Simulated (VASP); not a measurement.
Write the native input for VASP 6.6.1 that does the following.

| Item | Value |
| --- | --- |
| Task | relaxation of cell and atoms |
| Functional | PBE |
| Dispersion | D4 |
| Potentials or basis | VASP PAW PBE potentials, release 64 (Na_pv, Cl) |
| Cutoff | 500 eV |
| k mesh | 6 × 6 × 6 |
| Occupations | gaussian, width 0.01 eV |
| Spin | no spin polarisation |
| Dipole correction | no |
| Further INCAR settings | ALGO = Normal; EDIFF = 1e-07; IBRION = 2; EDIFFG = -0.005; NSW = 80; ISIF = 3 |

The structure of NaCl lies in POSCAR:

```
NaCl
1.0
    0.0000000000      2.8100000000      2.8100000000
    2.8100000000      0.0000000000      2.8100000000
    2.8100000000      2.8100000000      0.0000000000
Na Cl
1 1
Direct
    0.0000000000      0.0000000000      0.0000000000
    0.5000000000      0.5000000000      0.5000000000
```

One way to write it, as run:

INCAR

```
SYSTEM = NaCl
PREC = Accurate ; ENCUT = 500
EDIFF = 1E-7 ; ISMEAR = 0
SIGMA = 0.01 ; LREAL = .False.
LASPH = .True. ; NELM = 120
ALGO = Normal ; ISIF = 3
LWAVE = .False. ; LCHARG = .False.
GGA = PE ; IVDW = 13
IBRION = 2 ; NSW = 80
EDIFFG = -0.005 ; GGA_COMPAT = .False.
NELMIN = 4
```

KPOINTS

```
Automatic mesh
0
Gamma
  6 6 6
  0 0 0
```

Potentials or basis: VASP PAW PBE potentials, release 64 (Na_pv, Cl).

Run with:

```bash
$ cat potpaw_PBE.64/Na_pv/POTCAR potpaw_PBE.64/Cl/POTCAR > POTCAR
$ mpirun -np 1 vasp_std > vasp.out
```

It gave:

| Quantity | Value |
| --- | --- |
| Relaxed volume | 22.34 Å³/atom |
| Relaxed cell | a = 3.983 Å, b = 3.983 Å, c = 3.983 Å, α = 60.00°, β = 60.00°, γ = 60.00° |
| Space group after relaxing (to 0.1 Å) | Fm-3m (No. 225) |
| Energy gained by relaxing | 0.1 meV/atom |
| Ionic steps | 3 |
| Pressure after relaxing | 0.0 GPa |
| Band gap on the k mesh | 5.12 eV |
| Dispersion energy per atom | -0.098 eV |

It took 32 s on 1 thread of Intel Xeon 8259CL (shared host), peak memory 0.16 GiB.
